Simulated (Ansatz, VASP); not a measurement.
**TaF4 in VASP and in Ansatz**

```
Ta F
1.0
     4.20639    0.00000    0.00000
     0.00000    4.20639    0.00000
     0.00000    0.00000    5.94873
Ta F
1 4
Direct
  0.00000 0.00000 0.00000
  0.50000 0.00000 0.25000
  0.00000 0.50000 0.75000
  0.50000 0.00000 0.75000
  0.00000 0.50000 0.25000
```

Change from the starting cell: ordered vacancies on the cation sites of fluorite (P4/mmm, No. 123).

Alike in both runs: task single point; functional PBE; k mesh 4 × 4 × 4; occupations gaussian, width 0.1 eV; collinear spin.

```csv
,VASP,Ansatz
version,VASP 6.6.1,Ansatz 0.2.0
potentials or method,"VASP PAW PBE potentials, release 64 (Ta_pv, F), cutoff 520 eV","scalar-relativistic, plane waves, PAW"
valence electrons in the cell,39,41
```

Ansatz gave:

* gap on the k mesh at the Fermi level (eV): none
* pressure (GPa): -24.9
* traceless stress, the component that is largest in VASP (GPa): -2.22
* rms of the force components (eV/Å): 1.585
* net moment per atom (μB): 0.20
* size of the moment on the site where the two differ most (μB): 0.78

Q: Which values does VASP return?

A: gap on the k mesh at the Fermi level (eV): none; pressure (GPa): -25.0; traceless stress, the component that is largest in VASP (GPa): -2.20; rms of the force components (eV/Å): 1.577; net moment per atom (μB): 0.20; size of the moment on the site where the two differ most (μB): 0.93.

Site moments also hang on the region over which each program counts them. Atom by atom the forces differ by 0.008 eV/Å (rms over components). A gap of «none» marks a metal or a gap that the smearing closes. With one functional, cell and mesh, what is left measures potentials, basis and numerics. VASP's potentials hold 39 valence electrons a cell and Ansatz's 41, so a difference there can come from the potentials and not from the codes.

The k mesh is coarse, so the values compare programs but aren't converged. Neither program's run includes spin-orbit coupling.
